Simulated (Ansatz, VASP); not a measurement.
Two plane-wave programs on Ti

```xyz
2
Lattice="2.8577 0.0000 0.0000 -1.4289 2.4749 0.0000 0.0000 0.0000 4.9934" Properties=species:S:1:pos:R:3 pbc="T T T"
Ti    0.0000    1.6499    1.2484
Ti    1.4289    0.8250    3.7451
```

Alike in both runs: task single point; functional LDA; k mesh 21 × 21 × 12; occupations gaussian, width 0.15 eV; no spin polarisation.

```csv
,VASP,Ansatz
version,VASP 6.6.1,Ansatz 0.2.0
potentials or method,"VASP PAW LDA potentials, release 64 (Ti_sv), cutoff 520 eV","scalar-relativistic, plane waves, PAW"
valence electrons in the cell,24,24
```

Ansatz gave:

```
gap on the k mesh at the Fermi level (eV)                     : none
pressure (GPa)                                                : -9.9
traceless stress, the component that is largest in VASP (GPa) : -5.53
```

Which values does VASP return?

gap on the k mesh at the Fermi level (eV): none; pressure (GPa): -10.1; traceless stress, the component that is largest in VASP (GPa): -5.46.

LDA's correlation is that of Perdew and Zunger in VASP and of Perdew and Wang (1992) in Ansatz. A gap of «none» marks a metal or a gap that the smearing closes.
